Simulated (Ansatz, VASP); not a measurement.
K2S: VASP beside Ansatz

The input POSCAR:

```
K2S
1.0
    0.0000000000      3.7753394480      3.7753394480
    3.7753394480      0.0000000000      3.7753394480
    3.7753394480      3.7753394480      0.0000000000
K S
2 1
Direct
    0.2500000000      0.2500000000      0.2500000000
    0.7500000000      0.7500000000      0.7500000000
    0.0000000000      0.0000000000      0.0000000000
```

Contents of INCAR.step1:

```
SYSTEM = K2S
PREC = Accurate ; ENCUT = 550
ISMEAR = 0 ; SIGMA = 0.01
LREAL = .FALSE. ; LASPH = .TRUE.
NELM = 120 ; NBANDS = 19
GGA = PE ; ALGO = Normal
EDIFF = 1E-5 ; LWAVE = .TRUE.
LCHARG = .FALSE. ; GGA_COMPAT = .FALSE.
```

INCAR.step2

```
SYSTEM = K2S
PREC = Accurate ; ENCUT = 550
EDIFF = 1E-6 ; ISMEAR = 0
SIGMA = 0.01 ; LREAL = .FALSE.
LASPH = .TRUE. ; NELM = 120
ALGO = Normal ; ISIF = 2
LWAVE = .FALSE. ; LCHARG = .FALSE.
METAGGA = R2SCAN ; LMIXTAU = .TRUE.
NBANDS = 19 ; ISTART = 1
GGA_COMPAT = .FALSE.
```

The input KPOINTS:

```
Automatic mesh
0
G
  6 6 6
  0 0 0
```

Input for Ansatz:

```yaml
crystal:
  lattice:
    - [0.0, 3.775339448, 3.775339448]
    - [3.775339448, 0.0, 3.775339448]
    - [3.775339448, 3.775339448, 0.0]
  atoms:
    - { symbol: K, position: [0.25, 0.25, 0.25] }
    - { symbol: K, position: [0.75, 0.75, 0.75] }
    - { symbol: S, position: [0.0, 0.0, 0.0] }
kpoints:
  mp_grid: { grid: [6, 6, 6] }
hamiltonian:
  xc: r2scan
scf:
  occupations: { method: fixed }
  n_extra_bands: 4
output:
  forces: true
  stress: true
  eigenvalues: true
```

Alike in both runs: task single point; functional r2SCAN; k mesh 6 × 6 × 6; no spin polarisation.

|  | VASP | Ansatz |
| --- | --- | --- |
| version | VASP 6.6.1 | Ansatz 0.2.0 |
| potentials or method | VASP PAW PBE potentials, release 64 (K_sv, S) | plane waves, PAW |
| plane-wave cutoff (eV) | 550 | 500 |
| occupations | gaussian, width 0.01 eV | fixed |
| valence electrons in the cell | 24 | 24 |

```tsv
	VASP	Ansatz	Ansatz less VASP
gap on the k mesh at the Fermi level (eV)	2.61	2.61	-0.004
pressure (GPa)	-1.0	-1.0	0.00
```

VASP's potentials were made for PBE, not for r2SCAN.
